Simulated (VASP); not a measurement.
Crystal: KLi.

```
K Li
1.0
     3.89912    0.00000    0.00000
    -1.94956    3.37674    0.00000
     0.00000    0.00000    6.41064
K Li
1 1
Cartesian
  0.0000 2.2512 3.2053
  0.0000 0.0000 0.0000
```

- Program: VASP 6.6.1
- Task: relaxation of cell and atoms
- Functional: PBEsol
- Potentials or basis: VASP PAW PBE potentials, release 64 (K_sv, Li_sv)
- Cutoff: 600 eV
- k mesh: 12 × 12 × 8
- Occupations: gaussian, width 0.1 eV
- Spin: no spin polarisation

At the start: pressure 0.2 GPa; volume 42.20 Å³/atom.

**Question.** How do energy, volume and symmetry change on relaxing?

**Answer.** Over 8 steps the energy falls by 5.7 meV/atom and the volume is 43.74 Å³/atom (+3.7 %); space group P-6m2 (No. 187, to 0.05 Å).

The path:
| step | energy change (eV) | largest force (eV/Å) | pressure (GPa) | volume (Å³) |
| --- | --- | --- | --- | --- |
| 1 | 0.0000 | 0.0000 | 0.22 | 84.40 |
| 2 | -0.0033 | 0.0000 | 0.16 | 85.10 |
| 3 | -0.0096 | 0.0000 | 0.01 | 87.16 |
| 4 | -0.0072 | 0.0000 | -0.22 | 91.24 |
| 5 | -0.0110 | 0.0000 | -0.08 | 88.71 |
| 6 | -0.0110 | 0.0000 | -0.08 | 88.62 |
| 7 | -0.0113 | 0.0000 | -0.05 | 88.12 |
| 8 | -0.0114 | 0.0000 | 0.00 | 87.49 |

Final structure:
```
K Li
1.0
     4.03793    0.00000    0.00000
    -2.01897    3.49695    0.00000
     0.00000    0.00000    6.19573
K Li
1 1
Direct
  0.33333 0.66667 0.50000
  0.00000 0.00000 0.00000
```

Caveat: the cutoff is under 1.25 times the usual one of these potentials, so pressure, stress and relaxed cells hold a basis-set (Pulay) error; the PAW data sets were made with another functional, which shifts forces and pressure a little.
